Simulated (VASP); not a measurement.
# Hf2Ge3Ru (P6/mmm) in VASP: single point with PBE

Aim: the single point of Hf2Ge3Ru with PBE.

Program: VASP 6.6.1. These are calculated values, not measurements. Logs are shortened: lines on timing, memory, paths and dates and some standing lists are left out, and cuts for length are marked.

### 1 The cell of the first run

The structure is hexagonal, space group P6/mmm (No. 191). Conventional cell: a = 5.960 Å, b = 5.960 Å, c = 3.410 Å, α = 90.00°, β = 90.00°, γ = 120.00°. Within 3.2 Å of Hf (site symmetry -6m2) lie 6 Ge at 2.42 Å. Within 3.2 Å of Ge (site symmetry mmm) lie 4 Hf at 2.42 Å and 4 Ge at 2.98 Å. Within 4.5 Å of Ru (site symmetry 6/mmm) lie 2 Ru at 3.41 Å and 12 Ge at 3.43 Å and 6 Hf at 3.44 Å.

### 2 Single point, PBE

Input file INCAR:

```
PREC     = Accurate       # precision mode
ENCUT    = 520            # plane-wave cutoff, eV
EDIFF    = 1E-6           # SCF threshold, eV
ISMEAR   = 0              # smearing method
SIGMA    = 0.1            # smearing width, eV
LREAL    = False          # projectors in reciprocal space
LASPH    = True           # aspherical terms in the spheres
NELM     = 80             # most SCF steps
ALGO     = Normal         # electronic algorithm
ISIF     = 2              # what is computed and relaxed
LWAVE    = False          # write WAVECAR
LCHARG   = False          # write CHGCAR
GGA      = PE             # functional
NBANDS   = 47             # bands
```

Input file KPOINTS:

```
regular mesh
0
Gamma
  3 3 6
```

Input file POSCAR:

```
Hf2Ge3Ru
1.0
    5.9597468700      0.0000000000      0.0000000000
   -2.9798734300      5.1612921900      0.0000000000
    0.0000000000      0.0000000000      3.4104275600
Hf Ge Ru
2 3 1
Direct
    0.3333333300      0.6666666700      0.0000000000
    0.6666666700      0.3333333300      0.0000000000
    0.5000000000      0.0000000000      0.5000000000
    0.5000000000      0.5000000000      0.5000000000
    0.0000000000      0.5000000000      0.5000000000
    0.0000000000      0.0000000000      0.0000000000
```

Potentials or basis: VASP PAW PBE potentials, release 64 (Hf_pv, Ge_d, Ru_pv).

Started as:

```console
cat potpaw_PBE.64/Hf_pv/POTCAR potpaw_PBE.64/Ge_d/POTCAR potpaw_PBE.64/Ru_pv/POTCAR > POTCAR
mpirun -np 1 vasp_std > vasp.out
```

OUTCAR:

```text
PREC = Accurate
   ENCUT = 520
   EDIFF = 1E-6
   ISMEAR = 0
   LREAL = False
   LASPH = True
   NELM = 80
   ISIF = 2
   GGA = PE

 ion  position               nearest neighbor table
   1  0.333  0.667  0.000-   3 2.42   3 2.42   5 2.42   5 2.42   4 2.42   4 2.42   6 3.44   2 3.44
                             2 3.44   6 3.44   6 3.44   2 3.44
   2  0.667  0.333  0.000-   3 2.42   3 2.42   5 2.42   5 2.42   4 2.42   4 2.42   6 3.44   1 3.44
                             1 3.44   6 3.44   6 3.44   1 3.44
   3  0.500  0.000  0.500-   1 2.42   2 2.42   1 2.42   2 2.42
   4  0.500  0.500  0.500-   1 2.42   2 2.42   1 2.42   2 2.42
   5  0.000  0.500  0.500-   1 2.42   2 2.42   1 2.42   2 2.42
   6  0.000  0.000  0.000-   1 3.44   2 3.44   1 3.44   2 3.44   2 3.44   1 3.44

  LATTYP: Found a hexagonal cell.
 ALAT       =     5.9597468700
 C/A-ratio  =     0.5722436933

  Lattice vectors:

 A1 = (   5.9597468700,   0.0000000000,   0.0000000000)
 A2 = (  -2.9798734300,   5.1612921900,   0.0000000000)
 A3 = (   0.0000000000,   0.0000000000,   3.4104275600)

Analysis of symmetry for initial positions (statically):
=====================================================================
 Subroutine PRICEL returns:
 Original cell was already a primitive cell.

 Routine SETGRP: Setting up the symmetry group for a
 hexagonal supercell.

 Subroutine GETGRP returns: Found 24 space group operations
 (whereof 24 operations were pure point group operations)
 out of a pool of 24 trial point group operations.

The static configuration has the point symmetry D_6h.

Analysis of symmetry for dynamics (positions and initial velocities):
=====================================================================
 Subroutine PRICEL returns:
 Original cell was already a primitive cell.

 Routine SETGRP: Setting up the symmetry group for a
 hexagonal supercell.

 Subroutine GETGRP returns: Found 24 space group operations
 (whereof 24 operations were pure point group operations)
 out of a pool of 24 trial point group operations.

The dynamic configuration has the point symmetry D_6h.

 Subroutine INISYM returns: Found 24 space group operations
 (whereof 24 operations are pure point group operations),
 and found     1 'primitive' translations

----------------------------------------------------------------------------------------

                                     Primitive cell

  volume of cell :     104.9047

  direct lattice vectors                    reciprocal lattice vectors
     5.959746870  0.000000000  0.000000000     0.167792361  0.096874965  0.000000000
    -2.979873430  5.161292190  0.000000000     0.000000000  0.193749930  0.000000000
     0.000000000  0.000000000  3.410427560     0.000000000  0.000000000  0.293218367

  length of vectors
     5.959746870  5.959746868  3.410427560     0.193749930  0.193749930  0.293218367

  position of ions in fractional coordinates (direct lattice)
     0.333333330  0.666666670  0.000000000
     0.666666670  0.333333330  0.000000000
     0.500000000  0.000000000  0.500000000
     0.500000000  0.500000000  0.500000000
     1.000000000  0.500000000  0.500000000
     0.000000000  0.000000000  0.000000000

  ion indices of the primitive-cell ions
   primitive index   ion index
                 1           1
                 2           2
                 3           3
                 4           4
                 5           5
                 6           6

----------------------------------------------------------------------------------------

 KPOINTS: regular mesh

Automatic generation of k-mesh.
 Grid dimensions read from file:
 generate k-points for:    3    3    6

 Generating k-lattice:

  Cartesian coordinates                     Fractional coordinates (reciprocal lattice)
     0.055930787  0.032291655  0.000000000     0.333333333  0.000000000  0.000000000
     0.000000000  0.064583310  0.000000000     0.000000000  0.333333333  0.000000000
     0.000000000  0.000000000  0.048869728     0.000000000  0.000000000  0.166666667

  Length of vectors
     0.064583310  0.064583310  0.048869728

  Shift w.r.t. Gamma in fractional coordinates (k-lattice)
     0.000000000  0.000000000  0.000000000

 Subroutine IBZKPT returns following result:
 ===========================================

 Found     12 irreducible k-points:

 Following reciprocal coordinates:
            Coordinates               Weight
  0.000000  0.000000  0.000000      1.000000
  0.333333 -0.000000  0.000000      6.000000
  0.333333  0.333333  0.000000      2.000000
  0.000000  0.000000  0.166667      2.000000
  0.333333 -0.000000  0.166667     12.000000
  0.333333  0.333333  0.166667      4.000000
  0.000000  0.000000  0.333333      2.000000
  0.333333 -0.000000  0.333333     12.000000
  0.333333  0.333333  0.333333      4.000000
  0.000000  0.000000  0.500000      1.000000
  0.333333 -0.000000  0.500000      6.000000
  0.333333  0.333333  0.500000      2.000000
   k-points           NKPTS =     12   k-points in BZ     NKDIM =     12   number of bands    NBANDS=     47
   number of dos      NEDOS =    301   number of ions     NIONS =      6
   total plane-waves  NPLWV =  64512
   dimension x,y,z NGX =    48 NGY =   48 NGZ =   28
   dimension x,y,z NGXF=    96 NGYF=   96 NGZF=   56
   ions per type =               2   3   1
   NGX,Y,Z   is equivalent  to a cutoff of  13.39, 13.39, 13.65 a.u.
   NGXF,Y,Z  is equivalent  to a cutoff of  26.78, 26.78, 27.30 a.u.
 SYSTEM =  unknown system
   PREC   = accura    normal or accurate (medium, high low for compatibility)
   ISTART =      0    job   : 0-new  1-cont  2-samecut
   ICHARG =      2    charge: 1-file 2-atom 10-const
   ISPIN  =      1    spin polarized calculation?
   LNONCOLLINEAR =      F non collinear calculations
   LSORBIT =      F    spin-orbit coupling
   LASPH  =      T    aspherical Exc in radial PAW
   ENCUT  =  520.0 eV  38.22 Ry    6.18 a.u.  11.08 11.08  6.34*2*pi/ulx,y,z
   NELM   =     80;   NELMIN=  2; NELMDL= -5     # of ELM steps
   EDIFF  = 0.1E-05   stopping-criterion for ELM
   LREAL  =      F    real-space projection
   EDIFFG = 0.1E-04   stopping-criterion for IOM
   NSW    =      0    number of steps for IOM
   IBRION =     -1    ionic relax: 0-MD 1-quasi-New 2-CG
   NFREE  =      0    steps in history (QN), initial steepest desc. (CG)
   ISIF   =      2    stress and relaxation
   ISYM   =      2    0-nonsym 1-usesym 2-fastsym
   POTIM  = 0.5000    time-step for ionic-motion
   TEBEG  =    0.0;   TEEND  =   0.0 temperature during run
   PSTRESS=    0.0 pullay stress
   NELECT =      76.0000    total number of electrons
   NUPDOWN=      -1.0000    fix difference up-down
   EMIN   =  10.00;   EMAX   =-10.00  energy-range for DOS
   EFERMI =   0.00;   METHOD = LEGACY
   ISMEAR =     0;   SIGMA  =   0.10  broadening in eV -4-tet -1-fermi 0-gaus
   EFERMI_NEDOS =   21; number of points for ismear=-14 and -15
   IALGO  =     38    algorithm
   IMIX   =      4    mixing-type and parameters
     AMIX     =   0.40;   BMIX     =  1.00
     AMIX_MAG =   1.60;   BMIX_MAG =  1.00
  volume/ion in A,a.u.               =      17.48       117.99
  Fermi-wavevector in a.u.,A,eV,Ry     =   1.470328  2.778518 29.413965  2.161865
  Thomas-Fermi vector in A             =   2.585598
   LORBIT       =      0    0 simple, 1 ext, 2 COOP (PROOUT), +10 PAW based schemes
   GGA     = PE    functional components
   LHFCALC =     F    Hartree Fock is set to
   AEXX    =    0.0000 exact exchange contribution
   IVDW    =     0    specifies the selected vdW correction
   LEPSILON=     F    determine dielectric tensor
   LRPA    =     F    only Hartree local field effects (RPA)
 non-spin polarized calculation
 Gauss-broadening in eV      SIGMA  =   0.10
  energy-cutoff  :      520.00
  volume of cell :      104.90
 maximum number of plane-waves:      2844
 NGX is ok and might be reduce to    48
   NGX = 23   NGY = 23   NGZ = 13

 number of electron      76.0000023 magnetization

 Free energy of the ion-electron system (eV)
  ---------------------------------------------------
  ext. energy  EPLUGINS =         0.00000000
  ---------------------------------------------------
  free energy    TOTEN  =       -37.17314308 eV

  energy without entropy =      -37.11690288  energy(sigma->0) =      -37.14502298

 E-fermi :   6.7527     XC(G=0): -11.8960

 val. band max:        6.7501827208   @ k =   0.3333  -0.0000   0.3333
 cond. band min:       6.7576801957   @ k =   0.0000   0.0000   0.3333
 fundamental gap:      0.0074974750
 Fermi energy:         6.7526903389

 k-point     1 :       0.0000    0.0000    0.0000
  band No.  band energies     occupation
      1     -34.8230      2.00000
      2     -34.8230      2.00000
      3     -34.7856      2.00000
      4     -23.1054      2.00000
      5     -23.1054      2.00000
      6     -23.0405      2.00000
[... 39 lines left out ...]
     46       9.5788      0.00000
     47      10.6952      0.00000

 k-point     2 :       0.3333   -0.0000    0.0000
  band No.  band energies     occupation
      1     -34.8230      2.00000
      2     -34.8230      2.00000
      3     -34.7856      2.00000
      4     -23.1113      2.00000
      5     -23.0610      2.00000
      6     -23.0230      2.00000
[... 39 lines left out ...]
     46      11.0253      0.00000
     47      11.8029      0.00000

 k-point     3 :       0.3333    0.3333    0.0000
  band No.  band energies     occupation
      1     -34.8230      2.00000
      2     -34.8230      2.00000
      3     -34.7856      2.00000
      4     -23.1182      2.00000
      5     -22.9988      2.00000
      6     -22.9988      2.00000
[... 439 lines left out ...]
     46      11.0461      0.00000
     47      11.6951      0.00000

 k-point    12 :       0.3333    0.3333    0.5000
  band No.  band energies     occupation
      1     -34.8257      2.00000
      2     -34.8196      2.00000
      3     -34.8196      2.00000
      4     -23.3089      2.00000
      5     -23.3089      2.00000
      6     -23.0342      2.00000
[... 39 lines left out ...]
     46      11.3572      0.00000
     47      11.3572      0.00000

------------------------ aborting loop because EDIFF is reached ----------------------------------------

  FORCE on cell =-STRESS in cart. coord.  units (eV):
  Direction    XX          YY          ZZ          XY          YZ          ZX
  --------------------------------------------------------------------------------------
  -------------------------------------------------------------------------------------
  Total       12.8279646     12.8279646     38.0690366      0.0000000     -0.0000000      0.0000000
  in kB      195.9175069    195.9175069    581.4165357      0.0000002     -0.0000000      0.0000000
  external PRESSURE =     324.4171832 kB  Pullay stress =       0.0000000 kB

 VOLUME and BASIS-vectors are now :
 -----------------------------------------------------------------------------
  energy-cutoff  :      520.00
  volume of cell :      104.90
      direct lattice vectors                 reciprocal lattice vectors
     5.959746870  0.000000000  0.000000000     0.167792361  0.096874965  0.000000000
    -2.979873430  5.161292190  0.000000000     0.000000000  0.193749930  0.000000000
     0.000000000  0.000000000  3.410427560     0.000000000  0.000000000  0.293218367

 POSITION                                       TOTAL-FORCE (eV/Angst)
 -----------------------------------------------------------------------------------
     -0.00000      3.44086      0.00000        -0.000000      0.000000     -0.000000
      2.97987      1.72043      0.00000         0.000000     -0.000000      0.000000
      2.97987      0.00000      1.70521         0.000000      0.000000     -0.000000
      1.48994      2.58065      1.70521         0.000000      0.000000     -0.000000
     -1.48994      2.58065      1.70521        -0.000000      0.000000     -0.000000
      0.00000      0.00000      0.00000        -0.000000      0.000000     -0.000000
 -----------------------------------------------------------------------------------
    total drift:                                0.000000      0.000000     -0.000000

  FREE ENERGIE OF THE ION-ELECTRON SYSTEM (eV)
  ---------------------------------------------------
  free  energy   TOTEN  =       -37.1731430761 eV

  energy  without entropy=      -37.1169028823  energy(sigma->0) =      -37.14502298
```

It took 94 s on 1 thread of Intel Xeon Platinum 8375C at 2.90GHz (Ice Lake), shared host; peak memory 0.27 GiB.

What came out:

```
Free energy            : -37.1731 eV
Pressure               : 32.4 GPa
Band gap on the k mesh : zero (band 38 reaches 7.35 eV, above the bottom of band 39 at 6.16 eV)
```

Stress tensor (GPa, compression positive):
```
19.59  0.00  0.00
 0.00 19.59  0.00
 0.00  0.00 58.14
```

Caveat: the k points lie up to 0.41 Å⁻¹ apart; spin-orbit coupling is left out, which moves the levels of the heavy elements.
